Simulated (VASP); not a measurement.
Wanted: the native input for a VASP 6.6.1 run.

```yaml
Task: single point
Functional: PBEsol
Potentials_or_basis: VASP PAW PBE potentials, release 64 (Te)
Cutoff: 520 eV
k_mesh: 7 × 7 × 7
Occupations: fermi-dirac, width 0.05 eV
Spin: no spin polarisation
Dipole_correction: no
Further_INCAR_settings: ALGO = Normal; EDIFF = 1e-07; NBANDS = 9
```

The structure of Te lies in POSCAR:

```
Te
1.0
    2.2992477702      1.3197849713      1.6909537039
   -2.3125609152      1.3428440147      1.6909537039
    0.0133131449     -2.6626289860      1.6909537039
Te
1
Direct
    0.5000000000      0.5000000000      0.5000000000
```

One way to write it, as run:

INCAR

```
PREC = Accurate
ENCUT = 520
EDIFF = 1E-7
ISMEAR = -1
SIGMA = 0.05
LREAL = F
LASPH = T
NELM = 80
ALGO = Normal
ISIF = 2
LWAVE = F
LCHARG = T
GGA = PS
LELF = T
LVHAR = T
NBANDS = 9
```

KPOINTS

```
Automatic mesh
0
Gamma
  7 7 7
```

Potentials or basis: VASP PAW PBE potentials, release 64 (Te).

Launch:

```console
$ cat potpaw_PBE.64/Te/POTCAR > POTCAR
$ mpirun -np 1 vasp_std > vasp.out
```

It gave:

```yaml
Pressure: -0.4 GPa
Band_gap_on_the_k_mesh: zero (band 3 reaches 9.33 eV, above the bottom of band 4 at 4.44 eV)
```

Caveat: the PAW data sets were made with another functional, which shifts forces and pressure a little; spin-orbit coupling is left out, which moves the levels of the heavy elements.

Wall time 9.3 s on 1 thread of Intel(R) Xeon(R) 6975P-C (Granite Rapids) (shared host), peak memory 0.17 GiB.
